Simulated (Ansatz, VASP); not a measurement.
**One calculation of KSiH, two programs**

```
K Si H
1.0
     3.12987    0.00000    0.00000
     0.00000    3.12987    0.00000
     0.00000    0.00000    5.44328
K Si H
1 1 1
Direct
  0.50000 0.50000 0.43373
  0.00000 0.00000 0.93364
  0.50000 0.50000 0.93377
```

Alike in both runs: functional PBE; k mesh 6 × 6 × 4; occupations gaussian, width 0.1 eV; no spin polarisation.

Ansatz relaxed the structure, and its values are those at the end. VASP's run is a single point on that final structure, the one shown.

|  | VASP | Ansatz |
| --- | --- | --- |
| version | VASP 6.6.1 | Ansatz 0.2.0 |
| potentials or method | VASP PAW PBE potentials, release 64 (K_sv, Si, H), cutoff 500 eV | scalar-relativistic, plane waves, PAW |
| valence electrons in the cell | 14 | 14 |

```csv
,VASP,Ansatz,Ansatz less VASP
gap on the k mesh at the Fermi level (eV),none,none,-
pressure (GPa),0.0,0.0,-0.04
```

A gap of «none» marks a metal or a gap that the smearing closes.
